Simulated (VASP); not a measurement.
# I: relaxation of cell and atoms with PBE

The system is I.

```xyz
2
Lattice="0.0000 3.4950 3.4950 3.4950 0.0000 3.4950 3.4950 3.4950 0.0000" Properties=species:S:1:pos:R:3 pbc="T T T"
I     6.9900    6.9900    6.9900
I     1.7475    1.7475    1.7475
```

```json
{"Program": "VASP 6.6.1", "Task": "relaxation of cell and atoms", "Functional": "PBE", "Potentials or basis": "VASP PAW PBE potentials, release 64 (I)", "Cutoff": "500 eV", "k mesh": "6 × 6 × 6", "Occupations": "fermi-dirac, width 0.02 eV", "Spin": "no spin polarisation", "Target pressure": "10 GPa", "Dipole correction": "no", "Further INCAR settings": "ALGO = Normal; EDIFF = 1e-07; IBRION = 2; EDIFFG = -0.03; NSW = 80; ISIF = 3"}
```

| Item | Value |
| --- | --- |
| Relaxed volume | 41.78 Å³/atom |
| Relaxed cell | a = 4.907 Å, b = 4.907 Å, c = 4.907 Å, α = 60.00°, β = 60.00°, γ = 60.00° |
| Space group after relaxing (to 0.1 Å) | Fd-3m (No. 227) |
| Energy change on relaxing (the run minimises the enthalpy) | +54.0 meV/atom |
| Ionic steps | 3 |
| Pressure after relaxing | 10.0 GPa |
| Band gap on the k mesh | zero (bands 7 and 8 overlap by 2.44 eV) |

Step by step:
| step | energy change (eV) | largest force (eV/Å) | pressure (GPa) | volume (Å³) |
| --- | --- | --- | --- | --- |
| 1 | 0.0000 | 0.0000 | 8.94 | 85.38 |
| 2 | 0.2128 | 0.0000 | 11.01 | 81.95 |
| 3 | 0.1079 | 0.0000 | 10.00 | 83.56 |

Final structure:
```
I
1.0
     0.00000    3.46989    3.46989
     3.46989    0.00000    3.46989
     3.46989    3.46989    0.00000
I
2
Direct
  0.00000 0.00000 0.00000
  0.25000 0.25000 0.25000
```

Levels at points of the mesh, in eV from the Fermi level:
| k point | band 4 | band 5 | band 6 | band 7 | band 8 | band 9 | band 10 | band 11 |
| --- | --- | --- | --- | --- | --- | --- | --- | --- |
| (0.00, 0.00, 0.00) | -4.20 | -4.20 | -1.70 | -1.70 | -1.70 | 3.73 | 5.92 | 5.92 |
| (0.50, 0.00, 0.00) | -4.77 | -4.59 | -0.77 | -0.77 | 0.27 | 5.58 | 5.73 | 6.28 |
| (0.50, 0.50, 0.00) | -5.37 | -2.68 | -2.68 | 0.73 | 0.73 | 4.96 | 4.96 | 7.60 |

Wall time 23 s on 1 thread of Intel(R) Xeon(R) 6975P-C (Granite Rapids), with other jobs on the host, peak memory 0.21 GiB.

Caveat: the cell is relaxed towards a set pressure, so the run minimises the enthalpy, not the energy; spin-orbit coupling is left out, which moves the levels of the heavy elements.
